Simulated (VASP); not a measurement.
Input of a VASP 6.6.1 run:

File INCAR:

```
SYSTEM = SiO
PREC     = Accurate       ! precision mode
ENCUT    = 520            ! plane-wave cutoff, eV
EDIFF    = 1E-6           ! SCF threshold, eV
ISMEAR   = -1             ! smearing method
SIGMA    = 0.05           ! smearing width, eV
LREAL    = .FALSE.        ! projectors in reciprocal space
LASPH    = .TRUE.         ! aspherical terms in the spheres
NELM     = 60             ! most SCF steps
ALGO     = Normal         ! electronic algorithm
ISIF     = 2              ! what is computed and relaxed
LWAVE    = .FALSE.        ! write WAVECAR
LCHARG   = .FALSE.        ! write CHGCAR
GGA      = PE             ! functional
NBANDS   = 12             ! bands
```

File KPOINTS:

```
regular mesh
0
G
  8 8 8
  0 0 0
```

Contents of POSCAR:

```
SiO
1.0
    0.0000000000      2.5309856000      2.4336400000
    2.5309856000      0.0000000000      2.4336400000
    2.5309856000      2.5309856000      0.0000000000
Si O
1 1
Direct
    0.7500000000      0.7500000000      0.7500000000
    0.0000000000      0.0000000000      0.0000000000
```

Potentials or basis: VASP PAW PBE potentials, release 64 (Si, O).

Launch:

```bash
$ cat potpaw_PBE.64/Si/POTCAR potpaw_PBE.64/O/POTCAR > POTCAR
$ mpirun -np 1 vasp_std > vasp.out
```

**Question.** Predict the pressure.

**Answer.** -4.6 GPa.

**Question.** What does it give for the band gap on the k mesh?

**Answer.** Zero (bands 5 and 6 overlap by 0.71 eV).

Stress tensor (GPa, compression positive):
```
-4.31  0.00  0.00
 0.00 -4.31  0.00
 0.00  0.00 -5.19
```

Caveat: the cell stands under tension.
